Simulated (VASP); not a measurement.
# P (Imma) in VASP: settings compared

Aim: see how the results for P move with the level of theory and the settings. Levels: LDA, RPBE. Tasks: single point.

Program: VASP 6.6.1. These are calculated values, not measurements. Logs are shortened: lines on timing, memory, paths and dates and some standing lists are left out, and cuts for length are marked.

## 1. The cell of the first run

Symmetry: Imma, No. 74, orthorhombic system. The conventional cell has a = 3.383 Å, b = 5.030 Å, c = 3.718 Å, α = 90.00°, β = 90.00°, γ = 90.00°. P (site symmetry mm2) has 6 P at 2.24 to 2.82 Å within 3.0 Å.

## 2. Single point, LDA

Input file INCAR:

```
SYSTEM = P
PREC = Accurate ; ENCUT = 520
EDIFF = 1E-6 ; ISMEAR = 0
SIGMA = 0.1 ; LREAL = .FALSE.
LASPH = .TRUE. ; NELM = 80
ALGO = Normal ; ISIF = 2
LWAVE = .FALSE. ; LCHARG = .FALSE.
NBANDS = 12
```

Input file KPOINTS:

```
Automatic mesh
0
G
  11 11 11
  0 0 0
```

Input file POSCAR:

```
P
1.0
   -1.6915100431      2.5151650373      1.8589441358
    1.6915100431     -2.5151650373      1.8589441358
    1.6915100431      2.5151650373     -1.8589441358
P
2
Direct
    0.6966908900      0.9466908900      0.7500000000
    0.3033091100      0.0533091100      0.2500000000
```

Potentials or basis: VASP PAW LDA potentials, release 64 (P).

Launch:

```
> cat potpaw_LDA.64/P/POTCAR > POTCAR
> mpirun -np 1 vasp_std > vasp.out
```

OUTCAR:

```text
SYSTEM = P
   PREC = Accurate
   ENCUT = 520
   EDIFF = 1E-6
   ISMEAR = 0
   LREAL = .FALSE.
   LASPH = .TRUE.
   NELM = 80
   ISIF = 2

 ion  position               nearest neighbor table
   1  0.697  0.947  0.750-   2 2.24   2 2.24   2 2.55   2 2.55   2 2.82   2 2.82
   2  0.303  0.053  0.250-   1 2.24   1 2.24   1 2.55   1 2.55   1 2.82   1 2.82

  LATTYP: Found a body centered orthorhombic cell.
 ALAT       =     3.3830200862
 B/A-ratio  =     1.0989849829
 C/A-ratio  =     1.4869347348

  Lattice vectors:

 A1 = (   1.6915100431,  -2.5151650373,  -1.8589441358)
 A2 = (  -1.6915100431,  -2.5151650373,   1.8589441358)
 A3 = (  -1.6915100431,   2.5151650373,  -1.8589441358)

Analysis of symmetry for initial positions (statically):
=====================================================================
 Subroutine PRICEL returns:
 Original cell was already a primitive cell.

 Routine SETGRP: Setting up the symmetry group for a
 body centered orthorhombic supercell.

 Subroutine GETGRP returns: Found  8 space group operations
 (whereof  4 operations were pure point group operations)
 out of a pool of  8 trial point group operations.

The static configuration has the point symmetry C_2h.
 The point group associated with its full space group is D_2h.

Analysis of symmetry for dynamics (positions and initial velocities):
=====================================================================
 Subroutine PRICEL returns:
 Original cell was already a primitive cell.

 Routine SETGRP: Setting up the symmetry group for a
 body centered orthorhombic supercell.

 Subroutine GETGRP returns: Found  8 space group operations
 (whereof  4 operations were pure point group operations)
 out of a pool of  8 trial point group operations.

The dynamic configuration has the point symmetry C_2h.
 The point group associated with its full space group is D_2h.

 Subroutine INISYM returns: Found  8 space group operations
 (whereof  4 operations are pure point group operations),
 and found     1 'primitive' translations

----------------------------------------------------------------------------------------

                                     Primitive cell

  volume of cell :      31.6350

  direct lattice vectors                    reciprocal lattice vectors
    -1.691510043  2.515165037  1.858944136     0.000000000  0.198794112  0.268969890
     1.691510043 -2.515165037  1.858944136     0.295593870  0.000000000  0.268969890
     1.691510043  2.515165037 -1.858944136     0.295593870  0.198794112  0.000000000

  length of vectors
     3.555690466  3.555690466  3.555690466     0.334460612  0.399650520  0.356223013

[... 88 lines left out ...]
   POTIM  = 0.5000    time-step for ionic-motion
   TEBEG  =    0.0;   TEEND  =   0.0 temperature during run
   PSTRESS=    0.0 pullay stress
   NELECT =      10.0000    total number of electrons
   NUPDOWN=      -1.0000    fix difference up-down
   EMIN   =  10.00;   EMAX   =-10.00  energy-range for DOS
   EFERMI =   0.00;   METHOD = LEGACY
   ISMEAR =     0;   SIGMA  =   0.10  broadening in eV -4-tet -1-fermi 0-gaus
   EFERMI_NEDOS =   21; number of points for ismear=-14 and -15
   IALGO  =     38    algorithm
   IMIX   =      4    mixing-type and parameters
     AMIX     =   0.40;   BMIX     =  1.00
     AMIX_MAG =   1.60;   BMIX_MAG =  1.00
  volume/ion in A,a.u.               =      15.82       106.74
  Fermi-wavevector in a.u.,A,eV,Ry     =   1.115199  2.107421 16.921141  1.243669
  Thomas-Fermi vector in A             =   2.251801
   LORBIT       =      0    0 simple, 1 ext, 2 COOP (PROOUT), +10 PAW based schemes
   GGA     = CA    functional components
   LHFCALC =     F    Hartree Fock is set to
   AEXX    =    0.0000 exact exchange contribution
   IVDW    =     0    specifies the selected vdW correction
   LEPSILON=     F    determine dielectric tensor
   LRPA    =     F    only Hartree local field effects (RPA)
 non-spin polarized calculation
 Gauss-broadening in eV      SIGMA  =   0.10
  energy-cutoff  :      520.00
  volume of cell :       31.63
 maximum number of plane-waves:       867
   NGX = 13   NGY = 13   NGZ = 13

 number of electron      10.0000000 magnetization

 number of electron       9.9999999 magnetization

 Free energy of the ion-electron system (eV)
  ---------------------------------------------------
  ext. energy  EPLUGINS =         0.00000000
  ---------------------------------------------------
  free energy    TOTEN  =       -12.10059952 eV

  energy without entropy =      -12.09993736  energy(sigma->0) =      -12.10026844

 E-fermi :   8.9941     XC(G=0): -10.9919

 val. band max:        8.9589869746   @ k =  -0.4545   0.4545   0.0000
 cond. band min:       9.0298432615   @ k =   0.4545  -0.4545   0.4545
 fundamental gap:      0.0708562869
 Fermi energy:         8.9941092549

 k-point     1 :       0.0000    0.0000    0.0000
  band No.  band energies     occupation
      1      -7.4468      2.00000
      2       5.8242      2.00000
      3       5.8565      2.00000
      4       6.0868      2.00000
      5       6.7438      2.00000
      6      10.3485      0.00000
      7      11.2705      0.00000
      8      13.0371      0.00000
      9      14.0812      0.00000
     10      15.3316      0.00000
     11      15.7928      0.00000
     12      15.8988      0.00000
[... 331 lines left out ...]
 k-point    24 :      -0.4545    0.1818   -0.0000
  band No.  band energies     occupation
      1      -5.4547      2.00000
      2      -0.3098      2.00000
      3       3.1583      2.00000
      4       6.3814      2.00000
      5       7.6851      2.00000
      6       9.5628      0.00000
      7      10.9267      0.00000
      8      13.1976      0.00000
      9      15.0885      0.00000
     10      16.4263      0.00000
     11      19.2819      0.00000
     12      20.5573      0.00000

 [... further k-points ...]
[... 5 lines left out ...]
  --------------------------------------------------------------------------------------
  -------------------------------------------------------------------------------------
  Total       -0.3433847     -0.5601291     -0.4924639      0.0000000      0.0000000      0.0000000
  in kB      -17.3909810    -28.3681704    -24.9412127      0.0000000      0.0000000      0.0000000
  external PRESSURE =     -23.5667880 kB  Pullay stress =       0.0000000 kB

 VOLUME and BASIS-vectors are now :
 -----------------------------------------------------------------------------
  energy-cutoff  :      520.00
  volume of cell :       31.63
      direct lattice vectors                 reciprocal lattice vectors
    -1.691510043  2.515165037  1.858944136     0.000000000  0.198794112  0.268969890
     1.691510043 -2.515165037  1.858944136     0.295593870  0.000000000  0.268969890
     1.691510043  2.515165037 -1.858944136     0.295593870  0.198794112  0.000000000

 POSITION                                       TOTAL-FORCE (eV/Angst)
 -----------------------------------------------------------------------------------
      1.69151      1.25758      1.66075        -0.000000     -0.000000      0.276340
      0.00000      1.25758      0.19820         0.000000      0.000000     -0.276340
 -----------------------------------------------------------------------------------
    total drift:                               -0.000000     -0.000000     -0.000000

  FREE ENERGIE OF THE ION-ELECTRON SYSTEM (eV)
  ---------------------------------------------------
  free  energy   TOTEN  =       -12.1005995168 eV

  energy  without entropy=      -12.0999373613  energy(sigma->0) =      -12.10026844
```

Run time: 72 s. Hardware: 1 thread of Intel Xeon 6975P-C, shared host; peak memory 0.18 GiB.

What came out:

```yaml
Free_energy: -12.1006 eV
Pressure: -2.4 GPa
Largest_force: 0.276 eV/Å
Band_gap_on_the_k_mesh: zero (band 5 reaches 9.30 eV, above the bottom of band 6 at 8.76 eV)
```

Forces in eV/Å, atoms in the order of the input:
```
P    0.000  0.000  0.276
P    0.000  0.000 -0.276
```

Stress tensor (GPa, compression positive):
```
-1.74  0.00  0.00
 0.00 -2.84  0.00
 0.00  0.00 -2.49
```

Levels at points of the mesh, in eV from the Fermi level:
```tsv
k point	band 2	band 3	band 4	band 5	band 6	band 7	band 8	band 9
(0.00, 0.00, 0.00)	-3.17	-3.14	-2.91	-2.25	1.35	2.28	4.04	5.09
```

## 3. Single point, RPBE

Input file INCAR:

```
ALGO = Normal
EDIFF = 1E-6
ENCUT = 520
GGA = RP
ISIF = 2
ISMEAR = 0
LASPH = True
LCHARG = False
LREAL = False
LWAVE = False
NBANDS = 12
NELM = 60
PREC = Accurate
SIGMA = 0.1
```

Input file KPOINTS:

```
k-points
0
Gamma
  11 11 11
```

Input file POSCAR:

```
P
1.0
   -1.6915100450      2.5151650350      1.8589441350
    1.6915100450     -2.5151650350      1.8589441350
    1.6915100450      2.5151650350     -1.8589441350
P
2
Direct
    0.1966908900      0.9466908900      0.2500000000
    0.8033091100      0.0533091100      0.7500000000
```

Potentials or basis: VASP PAW PBE potentials, release 64 (P).

Launch:

```
> cat potpaw_PBE.64/P/POTCAR > POTCAR
> mpirun -np 1 vasp_std > vasp.out
```

Wall time 2.3 min (1 thread of Intel Xeon 8259CL, shared host); peak memory 0.19 GiB.

Results (log left out):

| Quantity | Value |
| --- | --- |
| Free energy | -9.8855 eV |
| Pressure | 3.8 GPa |
| Largest force | 0.339 eV/Å |
| Band gap on the k mesh | zero (band 5 reaches 9.47 eV, above the bottom of band 6 at 8.93 eV) |

Forces on the atoms (eV/Å):
```
P    0.000  0.000  0.339
P    0.000  0.000 -0.339
```

Stress tensor (GPa, compression positive):
```
4.67 0.00 0.00
0.00 2.78 0.00
0.00 0.00 3.86
```

Levels at points of the mesh, in eV from the Fermi level:
```
           k point  band 3  band 4  band 5  band 6  band 7  band 8
(0.00, 0.00, 0.00)   -3.12   -2.96   -2.30    1.35    2.29    4.08
```

Caveat: the PAW data sets were made with another functional, which shifts forces and pressure a little.

## 4. Single point, LDA

Input file INCAR:

```
ALGO     = Normal         # electronic algorithm
EDIFF    = 1E-6           # SCF threshold, eV
ENCUT    = 520            # plane-wave cutoff, eV
GGA      = CA             # functional
ISIF     = 2              # what is computed and relaxed
ISMEAR   = 0              # smearing method
LASPH    = True           # aspherical terms in the spheres
LCHARG   = True           # write CHGCAR
LELF     = True           # ELF
LREAL    = False          # projectors in reciprocal space
LVHAR    = True         
LWAVE    = False          # write WAVECAR
NBANDS   = 12             # bands
NELM     = 100            # most SCF steps
PREC     = Accurate       # precision mode
SIGMA    = 0.1            # smearing width, eV
```

KPOINTS is that of step 3.

POSCAR is that of step 3.

Potentials or basis: VASP PAW LDA potentials, release 64 (P).

Launch:

```
> cat potpaw_LDA.64/P/POTCAR > POTCAR
> mpirun -np 1 vasp_std > vasp.out
```

Run time: 2.1 min. Hardware: 1 thread of Intel Xeon 8259CL, shared host; peak memory 0.18 GiB.

Results (log left out):

```
Free energy            : -12.1006 eV
Pressure               : -2.4 GPa
Largest force          : 0.276 eV/Å
Band gap on the k mesh : zero (band 5 reaches 9.30 eV, above the bottom of band 6 at 8.76 eV)
```

Forces on the atoms (eV/Å):
```
P    0.000  0.000  0.276
P    0.000  0.000 -0.276
```

Stress tensor (GPa, compression positive):
```
-1.74  0.00  0.00
 0.00 -2.84  0.00
 0.00  0.00 -2.49
```

Levels at points of the mesh, in eV from the Fermi level:
```csv
k point,band 3,band 4,band 5,band 6,band 7,band 8
"(0.00, 0.00, 0.00)",-3.14,-2.91,-2.25,1.35,2.28,4.04
```
